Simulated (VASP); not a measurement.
Here is a VASP 6.6.1 calculation.

The input POSCAR:

```
TaN
1.0
    0.5358376168      2.4962191417      2.4962191417
    2.4962191417      0.5358376168      2.4962191417
    2.4962191417      2.4962191417      0.5358376168
Ta N
1 1
Direct
    0.5000000000      0.5000000000      0.5000000000
    0.0000000000      0.0000000000      0.0000000000
```

INCAR.step1

```
SYSTEM = TaN
  PREC = Accurate
  ENCUT = 520
  ISMEAR = 0
  SIGMA = 0.15
  LREAL = .False.
  LASPH = .True.
  NELM = 80
  NBANDS = 15
  GGA = PE
  ALGO = Normal
  EDIFF = 1E-4
  LWAVE = .True.
  LCHARG = .False.
```

INCAR.step2

```
SYSTEM = TaN
  PREC = Accurate
  ENCUT = 520
  EDIFF = 1E-6
  ISMEAR = 0
  SIGMA = 0.15
  LREAL = .False.
  LASPH = .True.
  NELM = 80
  ALGO = Normal
  ISIF = 2
  LWAVE = .False.
  LCHARG = .False.
  METAGGA = R2SCAN
  LMIXTAU = .True.
  NBANDS = 15
  ISTART = 1
```

The input KPOINTS:

```
regular mesh
0
Gamma
  26 26 26
  0 0 0
```

Potentials or basis: VASP PAW PBE potentials, release 64 (Ta_pv, N).

The run is started by

```sh
$ cat potpaw_PBE.64/Ta_pv/POTCAR potpaw_PBE.64/N/POTCAR > POTCAR
$ cp INCAR.step1 INCAR
$ mpirun -np 1 vasp_std > vasp.out
$ cp INCAR.step2 INCAR
$ mpirun -np 1 vasp_std > vasp.out
```

(1) What does it give for the band gap on the k mesh?

(2) What does it give for the pressure?

Results:

(1) zero (bands 8 and 9 overlap by 1.23 eV).

(2) 5.8 GPa.

Caveat: the cell stands under pressure; the PAW data sets were made with another functional, which shifts forces and pressure a little; spin-orbit coupling is left out, which moves the levels of the heavy elements.
